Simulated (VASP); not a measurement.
Set up this calculation in VASP 6.6.1, as the native input.

* Task: single point
* Functional: LDA
* Potentials or basis: VASP PAW LDA potentials, release 64 (Bi_d)
* Cutoff: 520 eV
* k mesh: 7 × 7 × 7
* Occupations: fermi-dirac, width 0.1 eV
* Spin: no spin polarisation
* Dipole correction: no
* Further INCAR settings: ALGO = Normal; EDIFF = 1e-06; NBANDS = 22

The structure of Bi lies in POSCAR:

```
Bi
1.0
    2.2451514826      1.2962388128      3.8388382945
   -2.2451514826      1.2962388128      3.8388382945
    0.0000000000     -2.5924776257      3.8388382945
Bi
2
Direct
    0.2371145469      0.2371145469      0.2371145469
    0.7628854531      0.7628854531      0.7628854531
```

The input as run:

INCAR

```
SYSTEM = Bi
PREC     = Accurate       ! precision mode
ENCUT    = 520            ! plane-wave cutoff, eV
EDIFF    = 1E-6           ! SCF threshold, eV
ISMEAR   = -1             ! smearing method
SIGMA    = 0.1            ! smearing width, eV
LREAL    = .False.        ! projectors in reciprocal space
LASPH    = .True.         ! aspherical terms in the spheres
NELM     = 60             ! most SCF steps
ALGO     = Normal         ! electronic algorithm
ISIF     = 2              ! what is computed and relaxed
LWAVE    = .False.        ! write WAVECAR
LCHARG   = .False.        ! write CHGCAR
GGA      = CA             ! functional
NBANDS   = 22             ! bands
```

KPOINTS

```
Automatic mesh
0
Gamma
  7 7 7
  0 0 0
```

Potentials or basis: VASP PAW LDA potentials, release 64 (Bi_d).

Launch:

```console
$ cat potpaw_LDA.64/Bi_d/POTCAR > POTCAR
$ mpirun -np 1 vasp_std > vasp.out
```

Results of the run:

```json
{
 "Pressure": "0.0 GPa",
 "Largest force": "0.007 eV/Å",
 "Band gap on the k mesh": "0.27 eV, indirect (least direct gap 0.57 eV)"
}
```

Caveat: spin-orbit coupling is left out, which moves the levels of the heavy elements.

Run time: 42 s on 1 thread of Intel(R) Xeon(R) Platinum 8375C CPU @ 2.90GHz (Ice Lake) (shared host), peak memory 0.19 GiB.
